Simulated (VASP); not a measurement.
# As (Fm-3m) in VASP: further runs

Runs on As. Level: LDA. Tasks: single point, relaxation of cell and atoms.

Program: VASP 6.6.1. These are calculated values, not measurements. Logs are shortened: lines on timing, memory, paths and dates and some standing lists are left out, and cuts for length are marked.

### Step 1. The cell of the first run

It takes space group Fm-3m (No. 225, cubic). Conventional cell: a = 3.962 Å, b = 3.962 Å, c = 3.962 Å, α = 90.00°, β = 90.00°, γ = 90.00°. Within 3.7 Å of As (site symmetry m-3m) lie 12 As at 2.80 Å.

This isn't the form of As at room conditions, which is rhombohedral.

### Step 2. Single point, LDA

INCAR

```
  PREC = Accurate
  ENCUT = 500
  EDIFF = 1E-6
  ISMEAR = -1
  SIGMA = 0.1
  LREAL = F
  LASPH = T
  NELM = 120
  ALGO = Normal
  ISIF = 2
  LWAVE = F
  LCHARG = F
  GGA = CA
  NBANDS = 8
  GGA_COMPAT = F
```

KPOINTS

```
Automatic mesh
0
Gamma
  16 16 16
```

POSCAR

```
As
1.0
    0.0000000000      1.9809242524      1.9809242524
    1.9809242524      0.0000000000      1.9809242524
    1.9809242524      1.9809242524      0.0000000000
As
1
Direct
    0.0000000000      0.0000000000      0.0000000000
```

Potentials or basis: VASP PAW LDA potentials, release 64 (As).

Started as:

```console
cat potpaw_LDA.64/As/POTCAR > POTCAR
mpirun -np 1 vasp_std > vasp.out
```

OUTCAR:

```text
PREC = Accurate
   ENCUT = 500
   EDIFF = 1E-6
   ISMEAR = -1
   LREAL = F
   LASPH = T
   NELM = 120
   ISIF = 2
   GGA = CA

 ion  position               nearest neighbor table
   1  0.000  0.000  0.000-

  LATTYP: Found a face centered cubic cell.
 ALAT       =     3.9618485048

  Lattice vectors:

 A1 = (   0.0000000000,   1.9809242524,   1.9809242524)
 A2 = (   1.9809242524,   0.0000000000,   1.9809242524)
 A3 = (   1.9809242524,   1.9809242524,   0.0000000000)

Analysis of symmetry for initial positions (statically):
=====================================================================
 Subroutine PRICEL returns:
 Original cell was already a primitive cell.

 Routine SETGRP: Setting up the symmetry group for a
 face centered cubic supercell.

 Subroutine GETGRP returns: Found 48 space group operations
 (whereof 48 operations were pure point group operations)
 out of a pool of 48 trial point group operations.

The static configuration has the point symmetry O_h .

Analysis of symmetry for dynamics (positions and initial velocities):
=====================================================================
 Subroutine PRICEL returns:
 Original cell was already a primitive cell.

 Routine SETGRP: Setting up the symmetry group for a
 face centered cubic supercell.

 Subroutine GETGRP returns: Found 48 space group operations
 (whereof 48 operations were pure point group operations)
 out of a pool of 48 trial point group operations.

The dynamic configuration has the point symmetry O_h .

 Subroutine INISYM returns: Found 48 space group operations
 (whereof 48 operations are pure point group operations),
 and found     1 'primitive' translations

----------------------------------------------------------------------------------------

                                     Primitive cell

  volume of cell :      15.5465

  direct lattice vectors                    reciprocal lattice vectors
     0.000000000  1.980924252  1.980924252    -0.252407430  0.252407430  0.252407430
     1.980924252  0.000000000  1.980924252     0.252407430 -0.252407430  0.252407430
     1.980924252  1.980924252  0.000000000     0.252407430  0.252407430 -0.252407430

  length of vectors
     2.801449944  2.801449944  2.801449944     0.437182493  0.437182493  0.437182493

  position of ions in fractional coordinates (direct lattice)
     0.000000000  0.000000000  0.000000000

  ion indices of the primitive-cell ions
   primitive index   ion index
                 1           1

----------------------------------------------------------------------------------------

 KPOINTS: Automatic mesh

Automatic generation of k-mesh.
 Grid dimensions read from file:
 generate k-points for:   16   16   16

 Generating k-lattice:

  Cartesian coordinates                     Fractional coordinates (reciprocal lattice)
    -0.015775464  0.015775464  0.015775464     0.062500000  0.000000000  0.000000000
     0.015775464 -0.015775464  0.015775464     0.000000000  0.062500000  0.000000000
     0.015775464  0.015775464 -0.015775464     0.000000000  0.000000000  0.062500000

  Length of vectors
     0.027323906  0.027323906  0.027323906

  Shift w.r.t. Gamma in fractional coordinates (k-lattice)
     0.000000000  0.000000000  0.000000000

 Subroutine IBZKPT returns following result:
 ===========================================

 Found    145 irreducible k-points:

 Following reciprocal coordinates:
            Coordinates               Weight
  0.000000  0.000000  0.000000      1.000000
  0.062500  0.000000  0.000000      8.000000
  0.125000  0.000000  0.000000      8.000000
  0.187500  0.000000  0.000000      8.000000
  0.250000  0.000000  0.000000      8.000000
  0.312500  0.000000  0.000000      8.000000
[... 16 lines left out ...]
 -0.125000  0.062500  0.000000     24.000000
 -0.062500  0.062500  0.000000     12.000000
 [... further k-points ...]
   k-points           NKPTS =    145   k-points in BZ     NKDIM =    145   number of bands    NBANDS=      8
   number of dos      NEDOS =    301   number of ions     NIONS =      1
   total plane-waves  NPLWV =   8000
   dimension x,y,z NGX =    20 NGY =   20 NGZ =   20
   dimension x,y,z NGXF=    40 NGYF=   40 NGZF=   40
   ions per type =               1
   NGX,Y,Z   is equivalent  to a cutoff of  11.87, 11.87, 11.87 a.u.
   NGXF,Y,Z  is equivalent  to a cutoff of  23.74, 23.74, 23.74 a.u.
 SYSTEM =  unknown system
   PREC   = accura    normal or accurate (medium, high low for compatibility)
   ISTART =      0    job   : 0-new  1-cont  2-samecut
   ICHARG =      2    charge: 1-file 2-atom 10-const
   ISPIN  =      1    spin polarized calculation?
   LNONCOLLINEAR =      F non collinear calculations
   LSORBIT =      F    spin-orbit coupling
   LASPH  =      T    aspherical Exc in radial PAW
   ENCUT  =  500.0 eV  36.75 Ry    6.06 a.u.   5.11  5.11  5.11*2*pi/ulx,y,z
   NELM   =    120;   NELMIN=  2; NELMDL= -5     # of ELM steps
   EDIFF  = 0.1E-05   stopping-criterion for ELM
   LREAL  =      F    real-space projection
   EDIFFG = 0.1E-04   stopping-criterion for IOM
   NSW    =      0    number of steps for IOM
   IBRION =     -1    ionic relax: 0-MD 1-quasi-New 2-CG
   NFREE  =      0    steps in history (QN), initial steepest desc. (CG)
   ISIF   =      2    stress and relaxation
   ISYM   =      2    0-nonsym 1-usesym 2-fastsym
   POTIM  = 0.5000    time-step for ionic-motion
   TEBEG  =    0.0;   TEEND  =   0.0 temperature during run
   PSTRESS=    0.0 pullay stress
   NELECT =       5.0000    total number of electrons
   NUPDOWN=      -1.0000    fix difference up-down
   EMIN   =  10.00;   EMAX   =-10.00  energy-range for DOS
   EFERMI =   0.00;   METHOD = LEGACY
   ISMEAR =    -1;   SIGMA  =   0.10  broadening in eV -4-tet -1-fermi 0-gaus
   EFERMI_NEDOS =   21; number of points for ismear=-14 and -15
   IALGO  =     38    algorithm
   IMIX   =      4    mixing-type and parameters
     AMIX     =   0.40;   BMIX     =  1.00
     AMIX_MAG =   1.60;   BMIX_MAG =  1.00
  volume/ion in A,a.u.               =      15.55       104.91
  Fermi-wavevector in a.u.,A,eV,Ry     =   1.121640  2.119593 17.117178  1.258077
  Thomas-Fermi vector in A             =   2.258295
   LORBIT       =      0    0 simple, 1 ext, 2 COOP (PROOUT), +10 PAW based schemes
   GGA     = CA    functional components
   LHFCALC =     F    Hartree Fock is set to
   AEXX    =    0.0000 exact exchange contribution
   IVDW    =     0    specifies the selected vdW correction
   LEPSILON=     F    determine dielectric tensor
   LRPA    =     F    only Hartree local field effects (RPA)
 non-spin polarized calculation
  energy-cutoff  :      500.00
  volume of cell :       15.55
 maximum number of plane-waves:       411
   NGX = 11   NGY = 11   NGZ = 11

 number of electron       5.0000000 magnetization

 Free energy of the ion-electron system (eV)
  ---------------------------------------------------
  ext. energy  EPLUGINS =         0.00000000
  ---------------------------------------------------
  free energy    TOTEN  =        -4.75242749 eV

  energy without entropy =       -4.73424887  energy(sigma->0) =       -4.74333818

 E-fermi :   9.1395     XC(G=0): -11.7814

 val. band max:        9.0904756811   @ k =   0.2500   0.0625   0.0000
 cond. band min:       9.1851509494   @ k =   0.5000   0.2500   0.0625
 fundamental gap:      0.0946752683
 Fermi energy:         9.1394887335

 k-point     1 :       0.0000    0.0000    0.0000
  band No.  band energies     occupation
      1      -8.0249      2.00000
      2      16.5802      0.00000
      3      16.5802      0.00000
      4      16.5802      0.00000
      5      22.4169      0.00000
      6      22.4169      0.00000
      7      22.4169      0.00000
      8      24.6910      0.00000

 k-point     2 :       0.0625    0.0000    0.0000
  band No.  band energies     occupation
      1      -7.9153      2.00000
      2      15.5480      0.00000
      3      16.4187      0.00000
      4      16.4187      0.00000
      5      21.9744      0.00000
      6      22.6964      0.00000
      7      22.6964      0.00000
      8      25.9789      0.00000

 k-point     3 :       0.1250    0.0000    0.0000
  band No.  band energies     occupation
      1      -7.5869      2.00000
      2      13.2969      0.00000
      3      16.0262      0.00000
      4      16.0262      0.00000
      5      21.4509      0.00000
      6      23.3458      0.00000
      7      23.3458      0.00000
      8      27.2826      0.00000

 k-point     4 :       0.1875    0.0000    0.0000
  band No.  band energies     occupation
      1      -7.0413      2.00000
      2      10.7310      0.00000
      3      15.5611      0.00000
      4      15.5611      0.00000
      5      21.0410      0.00000
      6      23.6955      0.00000
      7      23.6955      0.00000
      8      26.8096      0.00000

 k-point     5 :       0.2500    0.0000    0.0000
  band No.  band energies     occupation
      1      -6.2824      2.00000
      2       8.1815      1.99986
      3      15.1277      0.00000
      4      15.1277      0.00000
      5      20.7515      0.00000
      6      23.1576      0.00000
      7      23.1576      0.00000
      8      26.1061      0.00000
[... 177 lines left out ...]
 k-point    22 :      -0.1875    0.0625    0.0000
  band No.  band energies     occupation
      1      -6.7149      2.00000
      2       9.9366      0.00069
      3      13.8973      0.00000
      4      16.0456      0.00000
      5      21.4219      0.00000
      6      23.1471      0.00000
      7      23.7097      0.00000
      8      25.7041      0.00000

 k-point    23 :      -0.1250    0.0625    0.0000
  band No.  band energies     occupation
      1      -7.3319      2.00000
      2      12.4777      0.00000
      3      14.4363      0.00000
      4      16.4417      0.00000
      5      21.5784      0.00000
      6      23.1011      0.00000
      7      24.0697      0.00000
      8      25.7757      0.00000

 k-point    24 :      -0.0625    0.0625    0.0000
  band No.  band energies     occupation
      1      -7.7328      2.00000
      2      14.6534      0.00000
      3      15.2429      0.00000
      4      16.6049      0.00000
      5      21.6808      0.00000
      6      22.6771      0.00000
      7      23.5347      0.00000
      8      26.9620      0.00000

 [... further k-points ...]
[... 5 lines left out ...]
  --------------------------------------------------------------------------------------
  -------------------------------------------------------------------------------------
  Total        2.0117775      2.0117775      2.0117775     -0.0000000      0.0000000     -0.0000000
  in kB      207.3275052    207.3275052    207.3275052     -0.0000000      0.0000000     -0.0000000
  external PRESSURE =     207.3275052 kB  Pullay stress =       0.0000000 kB

 VOLUME and BASIS-vectors are now :
 -----------------------------------------------------------------------------
  energy-cutoff  :      500.00
  volume of cell :       15.55
      direct lattice vectors                 reciprocal lattice vectors
     0.000000000  1.980924252  1.980924252    -0.252407430  0.252407430  0.252407430
     1.980924252  0.000000000  1.980924252     0.252407430 -0.252407430  0.252407430
     1.980924252  1.980924252  0.000000000     0.252407430  0.252407430 -0.252407430

 POSITION                                       TOTAL-FORCE (eV/Angst)
 -----------------------------------------------------------------------------------
      0.00000      0.00000      0.00000        -0.000000     -0.000000     -0.000000
 -----------------------------------------------------------------------------------
    total drift:                                0.000000      0.000000     -0.000000

  FREE ENERGIE OF THE ION-ELECTRON SYSTEM (eV)
  ---------------------------------------------------
  free  energy   TOTEN  =        -4.7524274852 eV

  energy  without entropy=       -4.7342488705  energy(sigma->0) =       -4.74333818
```

It took 4.3 s on 1 thread of Intel Xeon 6975P-C (Granite Rapids), shared host; peak memory 0.12 GiB.

What came out:

```yaml
Free_energy: -4.7524 eV
Pressure: 20.7 GPa
Band_gap_on_the_k_mesh: zero (an odd number of electrons rules out a gap without spin polarisation)
```

Levels at points of the mesh, in eV from the Fermi level:
```
           k point  band 1  band 2  band 3  band 4  band 5  band 6  band 7
(0.00, 0.00, 0.00)  -17.16    7.44    7.44    7.44   13.28   13.28   13.28
(0.50, 0.00, 0.00)  -11.39   -8.34    5.18    5.18   11.44   12.00   12.00
(0.50, 0.50, 0.00)   -8.83   -6.99    0.62    0.62    5.30    5.50   26.88
```

Caveat: the cell stands under pressure.

### Step 3. Single point, LDA

This run uses another cell than the first one, of 16.60 Å³/atom.

INCAR

```
SYSTEM = As
PREC     = Accurate       ! precision mode
ENCUT    = 500            ! plane-wave cutoff, eV
EDIFF    = 1E-6           ! SCF threshold, eV
ISMEAR   = -1             ! smearing method
SIGMA    = 0.1            ! smearing width, eV
LREAL    = .FALSE.        ! projectors in reciprocal space
LASPH    = .TRUE.         ! aspherical terms in the spheres
NELM     = 120            ! most SCF steps
ALGO     = Normal         ! electronic algorithm
ISIF     = 2              ! what is computed and relaxed
LWAVE    = .FALSE.        ! write WAVECAR
LCHARG   = .TRUE.         ! write CHGCAR
GGA      = CA             ! functional
LELF     = .TRUE.         ! ELF
LVHAR    = .TRUE.       
NBANDS   = 8              ! bands
GGA_COMPAT= .FALSE.
```

KPOINTS

```
regular mesh
0
G
  16 16 16
  0 0 0
```

POSCAR

```
As
1.0
    0.0000000000      2.0246625651      2.0246625651
    2.0246625651      0.0000000000      2.0246625651
    2.0246625651      2.0246625651      0.0000000000
As
1
Direct
    0.0000000000      0.0000000000      0.0000000000
```

Potentials or basis: VASP PAW LDA potentials, release 64 (As).

Started as:

```console
cat potpaw_LDA.64/As/POTCAR > POTCAR
mpirun -np 1 vasp_std > vasp.out
```

Wall time 4.7 s (1 thread of Intel Xeon 6975P-C (Granite Rapids), shared host); peak memory 0.13 GiB.

The run converged. Its results:

| Item | Value |
| --- | --- |
| Free energy | -4.8530 eV |
| Pressure | 10.4 GPa |
| Band gap on the k mesh | zero (an odd number of electrons rules out a gap without spin polarisation) |

Levels at points of the mesh, in eV from the Fermi level:
| k point | band 1 | band 2 | band 3 | band 4 | band 5 |
| --- | --- | --- | --- | --- | --- |
| (0.00, 0.00, 0.00) | -16.46 | 6.84 | 6.84 | 6.84 | 12.99 |
| (0.50, 0.00, 0.00) | -11.16 | -7.78 | 4.77 | 4.77 | 10.87 |
| (0.50, 0.50, 0.00) | -8.84 | -6.52 | 0.59 | 0.59 | 5.20 |

Caveat: the cell stands under pressure.

(Continued in part 2 of 2.)
